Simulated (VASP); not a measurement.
# ZnO (zincite) (P6_3mc) in VASP: a series of runs

ZnO (zincite) is run at these levels: PBE; tasks: single point.

Program: VASP 6.6.1. These are calculated values, not measurements. Logs are shortened: lines on timing, memory, paths and dates and some standing lists are left out, and cuts for length are marked.

## 1. The cell of the first run

Symmetry: P6_3mc, No. 186, hexagonal system. The conventional cell has a = 3.178 Å, b = 3.178 Å, c = 5.129 Å, α = 90.00°, β = 90.00°, γ = 120.00°. Zn (site symmetry 3m) has 4 O at 1.94 Å within 2.6 Å. Within 2.6 Å of O (site symmetry 3m) lie 4 Zn at 1.94 Å.

## 2. Single point, PBE (volume scaled by 0.91, then relaxed in part)

Contents of INCAR:

```
PREC = Accurate
ENCUT = 520
EDIFF = 1E-6
ISMEAR = 0
SIGMA = 0.02
LREAL = False
LASPH = True
NELM = 80
ALGO = Normal
ISIF = 2
LWAVE = False
LCHARG = True
GGA = PE
LELF = True
LVHAR = True
NBANDS = 26
```

Contents of KPOINTS:

```
regular mesh
0
Gamma
  9 9 6
```

Contents of POSCAR:

```
ZnO
1.0
    3.1779928422      0.0000000000      0.0000000000
   -1.5889964211      2.7522225344      0.0000000000
    0.0000000000      0.0000000000      5.1294583152
Zn O
2 2
Direct
    0.3333333333      0.6666666667      0.4999685893
    0.6666666667      0.3333333333     -0.0000314107
    0.6666666667      0.3333333333      0.3790414107
    0.3333333333      0.6666666667      0.8790414107
```

Potentials or basis: VASP PAW PBE potentials, release 64 (Zn, O).

On the command line:

```
cat potpaw_PBE.64/Zn/POTCAR potpaw_PBE.64/O/POTCAR > POTCAR
mpirun -np 1 vasp_std > vasp.out
```

OUTCAR:

```text
PREC = Accurate
   ENCUT = 520
   EDIFF = 1E-6
   ISMEAR = 0
   LREAL = False
   LASPH = True
   NELM = 80
   ISIF = 2
   GGA = PE

 ion  position               nearest neighbor table
   1  0.333  0.667  0.500-   3 1.94   3 1.94   3 1.94   4 1.94
   2  0.667  0.333  1.000-   4 1.94   4 1.94   4 1.94   3 1.94
   3  0.667  0.333  0.379-   1 1.94   1 1.94   1 1.94   2 1.94
   4  0.333  0.667  0.879-   2 1.94   2 1.94   2 1.94   1 1.94

  LATTYP: Found a hexagonal cell.
 ALAT       =     3.1779928422
 C/A-ratio  =     1.6140559686

  Lattice vectors:

 A1 = (   3.1779928422,   0.0000000000,   0.0000000000)
 A2 = (  -1.5889964211,   2.7522225344,   0.0000000000)
 A3 = (   0.0000000000,   0.0000000000,   5.1294583152)

Analysis of symmetry for initial positions (statically):
=====================================================================
 Subroutine PRICEL returns:
 Original cell was already a primitive cell.

 Routine SETGRP: Setting up the symmetry group for a
 hexagonal supercell.

 Subroutine GETGRP returns: Found 12 space group operations
 (whereof  6 operations were pure point group operations)
 out of a pool of 24 trial point group operations.

The static configuration has the point symmetry C_3v.
 The point group associated with its full space group is C_6v.

Analysis of symmetry for dynamics (positions and initial velocities):
=====================================================================
 Subroutine PRICEL returns:
 Original cell was already a primitive cell.

 Routine SETGRP: Setting up the symmetry group for a
 hexagonal supercell.

 Subroutine GETGRP returns: Found 12 space group operations
 (whereof  6 operations were pure point group operations)
 out of a pool of 24 trial point group operations.

The dynamic configuration has the point symmetry C_3v.
 The point group associated with its full space group is C_6v.

 Subroutine INISYM returns: Found 12 space group operations
 (whereof  6 operations are pure point group operations),
 and found     1 'primitive' translations

----------------------------------------------------------------------------------------

                                     Primitive cell

  volume of cell :      44.8650

  direct lattice vectors                    reciprocal lattice vectors
     3.177992842  0.000000000  0.000000000     0.314664019  0.181671356  0.000000000
    -1.588996421  2.752222534  0.000000000     0.000000000  0.363342712  0.000000000
     0.000000000  0.000000000  5.129458315     0.000000000  0.000000000  0.194952359

  length of vectors
     3.177992842  3.177992842  5.129458315     0.363342712  0.363342712  0.194952359

  position of ions in fractional coordinates (direct lattice)
     0.333333333  0.666666667  0.499968589
     0.666666667  0.333333333  0.999968589
     0.666666667  0.333333333  0.379041411
     0.333333333  0.666666667  0.879041411

  ion indices of the primitive-cell ions
   primitive index   ion index
                 1           1
                 2           2
                 3           3
                 4           4

----------------------------------------------------------------------------------------

 KPOINTS: regular mesh

Automatic generation of k-mesh.
 Grid dimensions read from file:
 generate k-points for:    9    9    6

 Generating k-lattice:

  Cartesian coordinates                     Fractional coordinates (reciprocal lattice)
     0.034962669  0.020185706  0.000000000     0.111111111  0.000000000  0.000000000
     0.000000000  0.040371412  0.000000000     0.000000000  0.111111111  0.000000000
     0.000000000  0.000000000  0.032492060     0.000000000  0.000000000  0.166666667

  Length of vectors
     0.040371412  0.040371412  0.032492060

  Shift w.r.t. Gamma in fractional coordinates (k-lattice)
     0.000000000  0.000000000  0.000000000

 Subroutine IBZKPT returns following result:
 ===========================================

 Found     48 irreducible k-points:

 Following reciprocal coordinates:
            Coordinates               Weight
  0.000000  0.000000  0.000000      1.000000
  0.111111  0.000000  0.000000      6.000000
  0.222222 -0.000000  0.000000      6.000000
  0.333333 -0.000000  0.000000      6.000000
  0.444444 -0.000000  0.000000      6.000000
  0.111111  0.111111  0.000000      6.000000
[... 16 lines left out ...]
  0.333333  0.222222  0.166667     24.000000
  0.333333  0.333333  0.166667      4.000000
 [... further k-points ...]
   k-points           NKPTS =     48   k-points in BZ     NKDIM =     48   number of bands    NBANDS=     26
   number of dos      NEDOS =    301   number of ions     NIONS =      4
   total plane-waves  NPLWV =  23040
   dimension x,y,z NGX =    24 NGY =   24 NGZ =   40
   dimension x,y,z NGXF=    48 NGYF=   48 NGZF=   80
   ions per type =               2   2
   NGX,Y,Z   is equivalent  to a cutoff of  12.55, 12.55, 12.96 a.u.
   NGXF,Y,Z  is equivalent  to a cutoff of  25.11, 25.11, 25.93 a.u.
 SYSTEM =  unknown system
   PREC   = accura    normal or accurate (medium, high low for compatibility)
   ISTART =      0    job   : 0-new  1-cont  2-samecut
   ICHARG =      2    charge: 1-file 2-atom 10-const
   ISPIN  =      1    spin polarized calculation?
   LNONCOLLINEAR =      F non collinear calculations
   LSORBIT =      F    spin-orbit coupling
   LASPH  =      T    aspherical Exc in radial PAW
   ENCUT  =  520.0 eV  38.22 Ry    6.18 a.u.   5.91  5.91  9.54*2*pi/ulx,y,z
   NELM   =     80;   NELMIN=  2; NELMDL= -5     # of ELM steps
   EDIFF  = 0.1E-05   stopping-criterion for ELM
   LREAL  =      F    real-space projection
   EDIFFG = 0.1E-04   stopping-criterion for IOM
   NSW    =      0    number of steps for IOM
   IBRION =     -1    ionic relax: 0-MD 1-quasi-New 2-CG
   NFREE  =      0    steps in history (QN), initial steepest desc. (CG)
   ISIF   =      2    stress and relaxation
   ISYM   =      2    0-nonsym 1-usesym 2-fastsym
   POTIM  = 0.5000    time-step for ionic-motion
   TEBEG  =    0.0;   TEEND  =   0.0 temperature during run
   PSTRESS=    0.0 pullay stress
   NELECT =      36.0000    total number of electrons
   NUPDOWN=      -1.0000    fix difference up-down
   EMIN   =  10.00;   EMAX   =-10.00  energy-range for DOS
   EFERMI =   0.00;   METHOD = LEGACY
   ISMEAR =     0;   SIGMA  =   0.02  broadening in eV -4-tet -1-fermi 0-gaus
   EFERMI_NEDOS =   21; number of points for ismear=-14 and -15
   IALGO  =     38    algorithm
   IMIX   =      4    mixing-type and parameters
     AMIX     =   0.40;   BMIX     =  1.00
     AMIX_MAG =   1.60;   BMIX_MAG =  1.00
  volume/ion in A,a.u.               =      11.22        75.69
  Fermi-wavevector in a.u.,A,eV,Ry     =   1.521270  2.874784 31.487458  2.314263
  Thomas-Fermi vector in A             =   2.630008
   LORBIT       =      0    0 simple, 1 ext, 2 COOP (PROOUT), +10 PAW based schemes
   GGA     = PE    functional components
   LHFCALC =     F    Hartree Fock is set to
   AEXX    =    0.0000 exact exchange contribution
   IVDW    =     0    specifies the selected vdW correction
   LEPSILON=     F    determine dielectric tensor
   LRPA    =     F    only Hartree local field effects (RPA)
 non-spin polarized calculation
 Gauss-broadening in eV      SIGMA  =   0.02
  energy-cutoff  :      520.00
  volume of cell :       44.87
 maximum number of plane-waves:      1230
 NGX is ok and might be reduce to    24
   NGX = 11   NGY = 11   NGZ = 19

 number of electron      35.9999977 magnetization

 Free energy of the ion-electron system (eV)
  ---------------------------------------------------
  ext. energy  EPLUGINS =         0.00000000
  ---------------------------------------------------
  free energy    TOTEN  =       -17.63479191 eV

  energy without entropy =      -17.63479191  energy(sigma->0) =      -17.63479191

 E-fermi :   1.8882     XC(G=0): -11.2317

 val. band max:        1.7688288851   @ k =   0.0000   0.0000   0.0000
 cond. band min:       2.6334701022   @ k =   0.0000   0.0000   0.0000
 fundamental gap:      0.8646412171
 Fermi energy:         1.8881998125

 k-point     1 :       0.0000    0.0000    0.0000
  band No.  band energies     occupation
      1     -16.8299      2.00000
      2     -16.0160      2.00000
      3      -4.3649      2.00000
      4      -4.2449      2.00000
      5      -4.2449      2.00000
      6      -4.1933      2.00000
[... 18 lines left out ...]
     25      16.3407      0.00000
     26      16.3407      0.00000

 k-point     2 :       0.1111    0.0000    0.0000
  band No.  band energies     occupation
      1     -16.7540      2.00000
      2     -15.9821      2.00000
      3      -4.3511      2.00000
      4      -4.2410      2.00000
      5      -4.2021      2.00000
      6      -4.1495      2.00000
[... 18 lines left out ...]
     25      16.3056      0.00000
     26      16.5018      0.00000

 k-point     3 :       0.2222   -0.0000    0.0000
  band No.  band energies     occupation
      1     -16.5507      2.00000
      2     -15.9006      2.00000
      3      -4.5302      2.00000
      4      -4.1644      2.00000
      5      -4.1016      2.00000
      6      -4.0203      2.00000
[... 18 lines left out ...]
     25      15.5323      0.00000
     26      16.4527      0.00000

 k-point     4 :       0.3333   -0.0000    0.0000
  band No.  band energies     occupation
      1     -16.2918      2.00000
      2     -15.8242      2.00000
      3      -4.6405      2.00000
      4      -4.2444      2.00000
      5      -4.0097      2.00000
      6      -3.8255      2.00000
[... 18 lines left out ...]
     25      15.5156      0.00000
     26      16.3022      0.00000

 k-point     5 :       0.4444   -0.0000    0.0000
  band No.  band energies     occupation
      1     -16.0873      2.00000
      2     -15.8025      2.00000
      3      -4.5890      2.00000
      4      -4.3633      2.00000
      5      -3.9666      2.00000
      6      -3.6461      2.00000
[... 18 lines left out ...]
     25      15.2939      0.00000
     26      16.4703      0.00000

 k-point     6 :       0.1111    0.1111    0.0000
  band No.  band energies     occupation
      1     -16.6142      2.00000
      2     -15.9243      2.00000
      3      -4.4394      2.00000
      4      -4.2476      2.00000
      5      -4.0856      2.00000
      6      -4.0618      2.00000
[... 427 lines left out ...]
 k-point    21 :       0.4444    0.1111    0.1667
  band No.  band energies     occupation
      1     -16.0084      2.00000
      2     -15.8175      2.00000
      3      -4.5413      2.00000
      4      -4.3895      2.00000
      5      -3.9705      2.00000
      6      -3.6877      2.00000
[... 18 lines left out ...]
     25      14.8792      0.00000
     26      16.1802      0.00000

 k-point    22 :       0.2222    0.2222    0.1667
  band No.  band energies     occupation
      1     -16.1402      2.00000
      2     -15.8244      2.00000
      3      -4.4668      2.00000
      4      -4.3615      2.00000
      5      -3.9353      2.00000
      6      -3.8990      2.00000
[... 18 lines left out ...]
     25      13.9536      0.00000
     26      17.3237      0.00000

 k-point    23 :       0.3333    0.2222    0.1667
  band No.  band energies     occupation
      1     -15.9727      2.00000
      2     -15.8175      2.00000
      3      -4.3829      2.00000
      4      -4.1912      2.00000
      5      -3.9813      2.00000
      6      -3.7811      2.00000
[... 18 lines left out ...]
     25      14.7633      0.00000
     26      16.4254      0.00000

 k-point    24 :       0.3333    0.3333    0.1667
  band No.  band energies     occupation
      1     -15.8655      2.00000
      2     -15.8655      2.00000
      3      -4.2925      2.00000
      4      -4.0164      2.00000
      5      -4.0164      2.00000
      6      -3.6944      2.00000
[... 18 lines left out ...]
     25      15.4060      0.00000
     26      16.7088      0.00000

 [... further k-points ...]
[... 5 lines left out ...]
  --------------------------------------------------------------------------------------
  -------------------------------------------------------------------------------------
  Total        4.6104732      4.6104732      4.5671819      0.0000000     -0.0000000      0.0000000
  in kB      164.6448375    164.6448375    163.0988608      0.0000000     -0.0000000      0.0000000
  external PRESSURE =     164.1295119 kB  Pullay stress =       0.0000000 kB

 VOLUME and BASIS-vectors are now :
 -----------------------------------------------------------------------------
  energy-cutoff  :      520.00
  volume of cell :       44.87
      direct lattice vectors                 reciprocal lattice vectors
     3.177992842  0.000000000  0.000000000     0.314664019  0.181671356  0.000000000
    -1.588996421  2.752222534  0.000000000     0.000000000  0.363342712  0.000000000
     0.000000000  0.000000000  5.129458315     0.000000000  0.000000000  0.194952359

 POSITION                                       TOTAL-FORCE (eV/Angst)
 -----------------------------------------------------------------------------------
     -0.00000      1.83482      2.56457         0.000000      0.000000      0.006958
      1.58900      0.91741      5.12930        -0.000000      0.000000      0.006958
      1.58900      0.91741      1.94428        -0.000000      0.000000     -0.006958
     -0.00000      1.83482      4.50901         0.000000     -0.000000     -0.006958
 -----------------------------------------------------------------------------------
    total drift:                                0.000001      0.000001      0.001053

  FREE ENERGIE OF THE ION-ELECTRON SYSTEM (eV)
  ---------------------------------------------------
  free  energy   TOTEN  =       -17.6347919068 eV

  energy  without entropy=      -17.6347919068  energy(sigma->0) =      -17.63479191
```

Wall time 29 s (1 thread of Intel Xeon Platinum 8488C (Sapphire Rapids), shared host); peak memory 0.18 GiB.

What came out:

| Property | Result |
| --- | --- |
| Free energy | -17.6348 eV |
| Pressure | 16.4 GPa |
| Largest force | 0.007 eV/Å |
| Band gap on the k mesh | 0.86 eV, direct |

Forces on the atoms (eV/Å):
```
Zn   0.000  0.000  0.007
Zn   0.000  0.000  0.007
O    0.000  0.000 -0.007
O    0.000  0.000 -0.007
```

Stress tensor (GPa, compression positive):
```
16.46  0.00  0.00
 0.00 16.46  0.00
 0.00  0.00 16.31
```

(Part 1 of 2 ends here.)
